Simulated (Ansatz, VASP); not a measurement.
**Sn2O: VASP beside Ansatz**

```xyz
6
Lattice="5.2117 0.0000 0.0000 0.0000 5.2117 0.0000 0.0000 0.0000 5.2117" Properties=species:S:1:pos:R:3 pbc="T T T"
Sn    1.3029    1.3029    1.3029
Sn    3.9088    3.9088    1.3029
Sn    1.3029    3.9088    3.9088
Sn    3.9088    1.3029    3.9088
O     0.0000    0.0000    0.0000
O     2.6058    2.6058    2.6058
```

Alike in both runs: task relaxation of cell and atoms; functional PBEsol; k mesh 8 × 8 × 8; occupations gaussian, width 0.1 eV; no spin polarisation.

|  | VASP | Ansatz |
| --- | --- | --- |
| version | VASP 6.6.1 | Ansatz 0.2.0 |
| potentials or method | VASP PAW PBE potentials, release 64 (Sn_d, O), cutoff 600 eV | scalar-relativistic, plane waves, PAW |
| valence electrons in the cell | 68 | 68 |

|  | VASP | Ansatz | Ansatz less VASP |
| --- | --- | --- | --- |
| gap on the k mesh at the Fermi level, each at its own relaxed structure (eV) | none | none | - |
| relaxed volume (Å³/atom) | 22.31 | 22.28 | -0.024 |
| relaxed cell length with the largest relative difference (Å) | 5.115 | 5.113 | -0.0018 |

VASP's potentials were made for PBE, not for PBEsol. A gap of «none» marks a metal or a gap that the smearing closes.
